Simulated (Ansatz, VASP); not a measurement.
## Two plane-wave programs on AgCl

Contents of INCAR:

```
SYSTEM = AgCl
PREC = Accurate
ENCUT = 520
EDIFF = 1E-7
ISMEAR = 0
SIGMA = 0.05
LREAL = .FALSE.
LASPH = .TRUE.
NELM = 100
ALGO = Normal
ISIF = 2
LWAVE = .FALSE.
LCHARG = .FALSE.
GGA = PE
NBANDS = 16
```

The input KPOINTS:

```
regular mesh
0
G
  8 8 8
  0 0 0
```

POSCAR

```
AgCl
1.0
    0.0000000000      2.8840760000      2.9950020000
    2.8840760000      0.0000000000      2.9950020000
    2.8840760000      2.8840760000      0.0000000000
Ag Cl
1 1
Direct
    0.5000000000      0.5000000000      0.5000000000
    0.0000000000      0.0000000000      0.0000000000
```

Input for Ansatz:

```yaml
crystal:
  lattice:
    - [0.0, 2.884076, 2.995002]
    - [2.884076, 0.0, 2.995002]
    - [2.884076, 2.884076, 0.0]
  atoms:
    - { symbol: Ag, position: [0.5, 0.5, 0.5] }
    - { symbol: Cl, position: [0.0, 0.0, 0.0] }
basis:
  ecutwfc: 420
kpoints:
  mp_grid: { grid: [8, 8, 8] }
hamiltonian:
  xc: pbe
scf:
  occupations: { method: gaussian, width: 0.05 }
output:
  forces: true
  stress: true
  eigenvalues: true
```

Change from the starting cell: strain +0.040 along x and y, +0.080 along z, atoms carried along.

Alike in both runs: task single point; functional PBE; k mesh 8 × 8 × 8; occupations gaussian, width 0.05 eV; no spin polarisation.

|  | VASP | Ansatz |
| --- | --- | --- |
| version | VASP 6.6.1 | Ansatz 0.2.0 |
| potentials or method | VASP PAW PBE potentials, release 64 (Ag, Cl), cutoff 520 eV | scalar-relativistic, plane waves, PAW |
| valence electrons in the cell | 18 | 26 |

VASP gave:

```
gap on the k mesh at the Fermi level (eV)                     : 0.90
least direct gap on the mesh (eV)                             : 2.65
pressure (GPa)                                                : -3.7
traceless stress, the component that is largest in VASP (GPa) : 0.20
```

What did Ansatz give for the same quantities?

gap on the k mesh at the Fermi level (eV): 0.90; least direct gap on the mesh (eV): 2.65; pressure (GPa): -3.6; traceless stress, the component that is largest in VASP (GPa): 0.19.

VASP's potentials hold 18 valence electrons a cell and Ansatz's 26, so a difference there can come from the potentials and not from the codes.
